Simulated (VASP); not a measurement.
NbTe7, 8 atoms in the cell. The structure is trigonal, space group P-3m1 (No. 164). Conventional cell: a = 6.545 Å, b = 6.545 Å, c = 8.220 Å, α = 90.00°, β = 90.00°, γ = 120.00°. Within 3.4 Å of Nb (site symmetry -3m) lie 8 Te at 2.60 to 3.27 Å. Te (site symmetry 2/m) has 6 Te at 3.01 to 3.27 Å and 2 Nb at 3.27 Å within 4.0 Å. Within 4.0 Å of Te (site symmetry 3m) lie 6 Te at 3.01 to 3.79 Å. Te (site symmetry 3m) has 1 Nb at 2.60 Å and 1 Te at 3.01 Å within 3.4 Å. The cell was built from a structure type or drawn by symmetry, and may not be a known phase.

- Program: VASP 6.6.1
- Task: single point
- Functional: PBE
- Potentials or basis: VASP PAW PBE potentials, release 64 (Nb_sv, Te)
- Cutoff: 520 eV
- k mesh: 3 × 3 × 2
- Occupations: gaussian, width 0.2 eV
- Spin: no spin polarisation
- Dipole correction: no
- Further INCAR settings: ALGO = Normal; EDIFF = 1e-06; NBANDS = 38

Potentials or basis: VASP PAW PBE potentials, release 64 (Nb_sv, Te).

Run with:

```console
$ cat potpaw_PBE.64/Nb_sv/POTCAR potpaw_PBE.64/Te/POTCAR > POTCAR
$ mpirun -np 1 vasp_std > vasp.out
```

Hardware: 1 thread of AMD EPYC 7R13 Processor (Zen 3) (shared host).

Question: Estimate the wall time of this run.

Answer: Run time: 110 s on 1 thread of AMD EPYC 7R13 Processor (Zen 3), on a shared host, peak memory 0.38 GiB. Counts: scf iterations 17, k points 6.
